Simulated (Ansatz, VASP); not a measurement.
## Two plane-wave programs on Sr

```
Sr
1.0
    -2.42500    2.42500    2.38863
     2.42500   -2.42500    2.38863
     2.42500    2.42500   -2.38863
Sr
1
Direct
  0.00000 0.00000 0.00000
```

Change from the starting cell: strain +0.000 along x and y, -0.015 along z, atoms carried along.

Alike in both runs: task single point; functional LDA; k mesh 14 × 14 × 14; occupations gaussian, width 0.15 eV; no spin polarisation.

|  | VASP | Ansatz |
| --- | --- | --- |
| version | VASP 6.6.1 | Ansatz 0.2.0 |
| potentials or method | VASP PAW LDA potentials, release 64 (Sr_sv), cutoff 520 eV | scalar-relativistic, plane waves, PAW |
| valence electrons in the cell | 10 | 10 |

```tsv
	VASP	Ansatz	Ansatz less VASP
gap on the k mesh at the Fermi level (eV)	none	none	-
pressure (GPa)	-1.7	-1.7	+0.01
```

LDA's correlation is that of Perdew and Zunger in VASP and of Perdew and Wang (1992) in Ansatz. A gap of «none» marks a metal or a gap that the smearing closes.
